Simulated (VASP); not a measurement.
BAs: relaxation of the atoms with PBE

Crystal: BAs.

```
B As
1.0
     0.00000    2.38051    2.41617
     2.38051    0.00000    2.41617
     2.38051    2.38051    0.00000
B As
1 1
Direct
  0.00000 0.00000 0.00000
  0.25000 0.25000 0.25000
```

This cell differs from its parent crystal: strained cell.

* Program: VASP 6.6.1
* Task: relaxation of the atoms
* Functional: PBE
* Potentials or basis: VASP PAW PBE potentials, release 64 (B, As)
* Cutoff: 450 eV
* k mesh: 8 × 8 × 8
* Occupations: gaussian, width 0.02 eV
* Spin: no spin polarisation
* Dipole correction: no
* Further INCAR settings: ALGO = Normal; EDIFF = 1e-07; IBRION = 2; EDIFFG = -0.002; NSW = 60

The pressure after relaxing is 2.7 GPa. The band gap on the k mesh is 1.08 eV (least direct gap 3.19 eV).

Stress tensor (GPa, compression positive):
```
3.79 0.00 0.00
0.00 3.79 0.00
0.00 0.00 0.67
```

Final structure:
```
B As
1.0
     0.00000    2.38051    2.41617
     2.38051    0.00000    2.41617
     2.38051    2.38051    0.00000
B As
1 1
Direct
  0.00000 0.00000 0.00000
  0.25000 0.25000 0.25000
```

Levels at points of the mesh, in eV from the valence-band top:
| k point | band 2 | band 3 | band 4 | band 5 | band 6 | band 7 |
| --- | --- | --- | --- | --- | --- | --- |
| (0.00, 0.00, 0.00) | -0.15 | 0.00 | 0.00 | 3.19 | 3.19 | 3.29 |
| (0.50, 0.00, 0.00) | -8.80 | -1.95 | -1.77 | 2.60 | 4.68 | 4.79 |
| (0.50, 0.50, 0.00) | -8.63 | -4.01 | -4.01 | 1.50 | 1.52 | 11.26 |
| (0.50, 0.00, 0.50) | -8.51 | -4.17 | -4.14 | 1.33 | 1.34 | 11.16 |

Wall time 15 s on 1 thread of Intel Xeon 8259CL, on a shared host, peak memory 0.14 GiB.

Caveat: the cell differs from its parent crystal (strained cell). A k mesh can miss the band edges.
